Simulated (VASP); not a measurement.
# Mo: single point with PBEsol

Crystal: Mo.

```
Mo
1.0
     2.77017    0.00000    0.00000
    -1.38508    2.39903    0.00000
     0.00000    0.00000    4.88638
Mo
2
Direct
  0.33333 0.66667 0.25000
  0.66667 0.33333 0.75000
```

This isn't the form of Mo at room conditions, which is bcc.

* Program: VASP 6.6.1
* Task: single point
* Functional: PBEsol
* Potentials or basis: VASP PAW PBE potentials, release 64 (Mo_sv)
* Cutoff: 520 eV
* k mesh: 15 × 15 × 8
* Occupations: fermi-dirac, width 0.1 eV
* Spin: no spin polarisation
* Dipole correction: no
* Further INCAR settings: ALGO = Normal; EDIFF = 1e-07; NBANDS = 21

| Quantity | Value |
| --- | --- |
| Pressure | -8.9 GPa |
| Band gap on the k mesh | zero (bands 14 and 15 overlap by 1.82 eV) |

Stress tensor (GPa, compression positive):
```
-9.41  0.00  0.00
 0.00 -9.41  0.00
 0.00  0.00 -7.78
```

Levels at points of the mesh, in eV from the Fermi level:
```csv
k point,band 11,band 12,band 13,band 14,band 15,band 16,band 17,band 18
"(0.00, 0.00, 0.00)",-1.60,-0.62,-0.62,-0.12,-0.12,0.65,1.40,1.40
"(0.00, 0.00, 0.50)",-1.81,-1.81,-0.59,-0.59,-0.59,-0.59,2.69,2.69
```

Run time: 89 s on 1 thread of Intel Xeon 8259CL, with other jobs on the host, peak memory 0.2 GiB.

Caveat: the cell stands under tension; the PAW data sets were made with another functional, which shifts forces and pressure a little.
